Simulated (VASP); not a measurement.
A run of VASP 6.6.1 is set up as follows.

Contents of INCAR:

```
PREC = Accurate
ENCUT = 520
EDIFF = 1E-6
ISMEAR = -1
SIGMA = 0.08
LREAL = False
LASPH = True
NELM = 60
ALGO = Normal
ISIF = 2
LWAVE = False
LCHARG = False
GGA = PE
NBANDS = 12
```

The input KPOINTS:

```
Automatic mesh
0
Gamma
  14 14 14
```

POSCAR

```
Zr
1.0
   -1.8338185209      1.8338185209      1.8338185209
    1.8338185209     -1.8338185209      1.8338185209
    1.8338185209      1.8338185209     -1.8338185209
Zr
1
Direct
    0.0000000000      0.0000000000      0.0000000000
```

Potentials or basis: VASP PAW PBE potentials, release 64 (Zr_sv).

Command:

```sh
$ cat potpaw_PBE.64/Zr_sv/POTCAR > POTCAR
$ mpirun -np 1 vasp_std > vasp.out
```

Question: Estimate the pressure.

Answer: -5.9 GPa.

Question: Estimate the band gap on the k mesh.

Answer: Zero (band 6 reaches 9.18 eV, above the bottom of band 7 at 7.49 eV).
